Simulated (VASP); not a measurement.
Here is a VASP 6.6.1 calculation.

File INCAR:

```
SYSTEM = Bi
ALGO = Normal
EDIFF = 1E-7
ENCUT = 520
GGA = CA
ISIF = 2
ISMEAR = -1
LASPH = .TRUE.
LCHARG = .FALSE.
LREAL = .FALSE.
LWAVE = .FALSE.
NBANDS = 22
NELM = 60
PREC = Accurate
SIGMA = 0.03
```

The input KPOINTS:

```
k-points
0
G
  11 11 11
  0 0 0
```

POSCAR

```
Bi
1.0
    2.2729996784      1.3123169762      3.9540000000
   -2.2729996784      1.3123169762      3.9540000000
    0.0000000000     -2.6246339523      3.9540000000
Bi
2
Direct
    0.2338900000      0.2338900000      0.2338900000
    0.7661100000      0.7661100000      0.7661100000
```

Potentials or basis: VASP PAW LDA potentials, release 64 (Bi_d).

Launch:

```console
$ cat potpaw_LDA.64/Bi_d/POTCAR > POTCAR
$ mpirun -np 1 vasp_std > vasp.out
```

Predict the band gap on the k mesh.

zero (bands 15 and 16 overlap by 0.06 eV).

What does it give for the pressure?

-1.8 GPa.

Predict the largest force.

0.061 eV/Å.

Stress tensor (GPa, compression positive):
```
-1.82  0.00  0.00
 0.00 -1.82  0.00
 0.00  0.00 -1.67
```

Caveat: spin-orbit coupling is left out, which moves the levels of the heavy elements.
